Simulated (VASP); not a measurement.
Wanted: the native input for a VASP 6.6.1 run.

* Task: single point
* Functional: PBE
* Dispersion: D3(BJ)
* Potentials or basis: VASP PAW PBE potentials, release 64 (B, As)
* Cutoff: 500 eV
* k mesh: 10 × 10 × 10
* Occupations: gaussian, width 0.02 eV
* Spin: no spin polarisation
* Dipole correction: no
* Further INCAR settings: ALGO = Normal; EDIFF = 1e-06; NBANDS = 11

The structure of BAs lies in POSCAR:

```
BAs
1.0
    0.0000000000      2.3820867876      2.3820867876
    2.3820867876      0.0000000000      2.3820867876
    2.3820867876      2.3820867876      0.0000000000
B As
1 1
Direct
    0.0000000000      0.0000000000      0.0000000000
    0.7500000000      0.7500000000      0.7500000000
```

One way to write it, as run:

INCAR

```
SYSTEM = BAs
ALGO     = Normal         ! electronic algorithm
EDIFF    = 1E-6           ! SCF threshold, eV
ENCUT    = 500            ! plane-wave cutoff, eV
GGA      = PE             ! functional
GGA_COMPAT= .FALSE.      
ISIF     = 2              ! what is computed and relaxed
ISMEAR   = 0              ! smearing method
IVDW     = 12             ! dispersion correction
LASPH    = .TRUE.         ! aspherical terms in the spheres
LCHARG   = .TRUE.         ! write CHGCAR
LELF     = .TRUE.         ! ELF
LREAL    = .FALSE.        ! projectors in reciprocal space
LVHAR    = .TRUE.       
LWAVE    = .FALSE.        ! write WAVECAR
NBANDS   = 11             ! bands
NELM     = 120            ! most SCF steps
PREC     = Accurate       ! precision mode
SIGMA    = 0.02           ! smearing width, eV
```

KPOINTS

```
k-points
0
G
  10 10 10
  0 0 0
```

Potentials or basis: VASP PAW PBE potentials, release 64 (B, As).

The run is started by

```sh
$ cat potpaw_PBE.64/B/POTCAR potpaw_PBE.64/As/POTCAR > POTCAR
$ mpirun -np 1 vasp_std > vasp.out
```

It gave:

```yaml
Pressure: 0.7 GPa
Band_gap_on_the_k_mesh: 1.17 eV (least direct gap 3.29 eV)
Dispersion_energy_per_atom: -0.333 eV
```

It took 18 s on 1 thread of Intel(R) Xeon(R) Platinum 8259CL CPU @ 2.50GHz (Skylake/Cascade Lake) (shared host), peak memory 0.17 GiB.
